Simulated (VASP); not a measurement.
A run of VASP 6.6.1:

File INCAR:

```
SYSTEM = Bi
ALGO = Fast
EDIFF = 1E-6
ENCUT = 520
GGA = PS
ISIF = 2
ISMEAR = 0
LASPH = .True.
LCHARG = .True.
LELF = .True.
LREAL = .False.
LVHAR = .True.
LWAVE = .False.
NBANDS = 14
NELM = 80
PREC = Accurate
SIGMA = 0.15
```

KPOINTS

```
k-points
0
Gamma
  18 18 18
  0 0 0
```

The input POSCAR:

```
Bi
1.0
   -2.0917312056      2.0917312056      1.7779715248
    2.0917312056     -2.0917312056      1.7779715248
    2.0917312056      2.0917312056     -1.7779715248
Bi
1
Direct
    0.0000000000      0.0000000000      0.0000000000
```

Potentials or basis: VASP PAW PBE potentials, release 64 (Bi_d).

Command:

```bash
$ cat potpaw_PBE.64/Bi_d/POTCAR > POTCAR
$ mpirun -np 1 vasp_std > vasp.out
```

Hardware: 1 thread of Intel Xeon 8259CL, with other jobs on the host.

Q: How long does it take, and how much memory?

A: Run time: 5.1 min on 1 thread of Intel Xeon 8259CL, with other jobs on the host, peak memory 0.31 GiB. Counts: scf iterations 12, k points 480.
